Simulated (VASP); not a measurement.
**Rh: relaxation of the atoms with PBEsol**

Rh, a slab with vacuum:

```xyz
7
Lattice="2.6725 0.0000 0.0000 1.3363 2.3145 0.0000 0.0000 0.0000 29.0926" Properties=species:S:1:pos:R:3 pbc="T T T"
Rh    0.0000    0.0000    8.0000
Rh    1.3363    0.7715   10.1821
Rh    2.6725    1.5430   12.3642
Rh    0.0000    0.0000   14.5463
Rh    1.3363    0.7715   16.7284
Rh    2.6725    1.5430   18.9105
Rh    0.0000    0.0000   21.0926
```

| Property | Result |
| --- | --- |
| Program | VASP 6.6.1 |
| Task | relaxation of the atoms |
| Functional | PBEsol |
| Potentials or basis | VASP PAW PBE potentials, release 64 (Rh_pv) |
| Cutoff | 520 eV |
| k mesh | 14 × 14 × 1 |
| Occupations | methfessel-paxton, width 0.1 eV |
| Spin | no spin polarisation |
| Dipole correction | yes |
| Further INCAR settings | ALGO = Normal; EDIFF = 1e-07; IBRION = 2; EDIFFG = -0.01; NSW = 60 |

```
Energy gained by relaxing : 3.0 meV/atom
Ionic steps               : 10
Band gap on the k mesh    : zero (an odd number of electrons rules out a gap without spin polarisation)
```

Forces in eV/Å, atoms in the order of the input:
```
Rh   0.000  0.000  0.000
Rh   0.000  0.000 -0.003
Rh   0.000  0.000  0.003
Rh   0.000  0.000  0.000
Rh   0.000  0.000 -0.003
Rh   0.000  0.000  0.003
Rh   0.000  0.000  0.000
```

Step by step:
| step | energy change (eV) | largest force (eV/Å) | pressure (GPa) |
| --- | --- | --- | --- |
| 1 | 0.0000 | 0.3698 | -2.48 |
| 2 | -0.0154 | 0.1548 | -2.13 |
| 3 | -0.0176 | 0.1092 | -1.92 |
| 4 | -0.0186 | 0.0458 | -1.86 |
| 5 | -0.0187 | 0.0636 | -1.84 |
| 6 | -0.0195 | 0.0542 | -1.75 |
| 7 | -0.0207 | 0.0254 | -1.48 |
| 8 | -0.0209 | 0.0145 | -1.36 |
| 9 | -0.0209 | 0.0116 | -1.38 |
| 10 | -0.0209 | 0.0029 | -1.37 |

Final structure:
```cif
data_structure
_symmetry_space_group_name_H-M 'P 1'
_symmetry_Int_Tables_number 1
_cell_length_a 2.6725
_cell_length_b 2.6725
_cell_length_c 29.0926
_cell_angle_alpha 90.000
_cell_angle_beta 90.000
_cell_angle_gamma 60.000
_cell_volume 179.95
loop_
_atom_site_label
_atom_site_type_symbol
_atom_site_fract_x
_atom_site_fract_y
_atom_site_fract_z
_atom_site_occupancy
Rh1 Rh 0.00000 0.00000 0.27686 1
Rh2 Rh 0.33333 0.33333 0.35043 1
Rh3 Rh 0.66667 0.66667 0.42466 1
Rh4 Rh 0.00000 0.00000 0.50000 1
Rh5 Rh 0.33333 0.33333 0.57534 1
Rh6 Rh 0.66667 0.66667 0.64957 1
Rh7 Rh 0.00000 0.00000 0.72314 1
```

Levels at points of the mesh, in eV from the Fermi level:
```tsv
k point	band 49	band 50	band 51	band 52	band 53	band 54
(0.00, 0.00, 0.00)	-1.09	-1.03	-1.03	-0.94	-0.94	-0.78
(0.50, 0.00, 0.00)	0.60	0.61	0.72	0.73	0.79	0.94
```

Wall time 11 min on 4 MPI ranks on Intel(R) Xeon(R) Platinum 8259CL CPU @ 2.50GHz (Skylake/Cascade Lake), on a shared host, peak memory 0.4 GiB a rank.

Caveat: the PAW data sets were made with another functional, which shifts forces and pressure a little.
